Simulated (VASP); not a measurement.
Set up this calculation in VASP 6.6.1, as the native input.

```yaml
Task: single point
Functional: LDA
Potentials_or_basis: VASP PAW LDA potentials, release 64 (Cl, Br, Li_sv)
Cutoff: 520 eV
k_mesh: 8 × 8 × 8
Occupations: gaussian, width 0.01 eV
Spin: no spin polarisation
Dipole_correction: no
Further_INCAR_settings: ALGO = Normal; EDIFF = 1e-07; NBANDS = 18
```

The structure of Li2BrCl lies in POSCAR:

```
Li2BrCl
1.0
    1.8760659207      1.0831471643      6.1164156592
   -1.8760659207      1.0831471643      6.1164156592
    0.0000000000     -2.1662943287      6.1164156592
Cl Br Li
1 1 2
Direct
    1.0000000000      0.0000000000      0.0000000000
    0.5000000000      0.5000000000      0.5000000000
    0.2543610294      0.2543610294      0.2543610294
    0.7456389706      0.7456389706      0.7456389706
```

The input as run:

INCAR

```
SYSTEM = Li2BrCl
  PREC = Accurate
  ENCUT = 520
  EDIFF = 1E-7
  ISMEAR = 0
  SIGMA = 0.01
  LREAL = .False.
  LASPH = .True.
  NELM = 60
  ALGO = Normal
  ISIF = 2
  LWAVE = .False.
  LCHARG = .True.
  LELF = .True.
  LVHAR = .True.
  NBANDS = 18
```

KPOINTS

```
Automatic mesh
0
Gamma
  8 8 8
  0 0 0
```

Potentials or basis: VASP PAW LDA potentials, release 64 (Cl, Br, Li_sv).

Command:

```bash
$ cat potpaw_LDA.64/Cl/POTCAR potpaw_LDA.64/Br/POTCAR potpaw_LDA.64/Li_sv/POTCAR > POTCAR
$ mpirun -np 1 vasp_std > vasp.out
```

Results of the run:

```yaml
Largest_force: 0.003 eV/Å
Band_gap_on_the_k_mesh: 4.79 eV
```

It took 3.2 min on 1 thread of Oxide Virtual Turin-like Processor, on a shared host, peak memory 0.27 GiB.
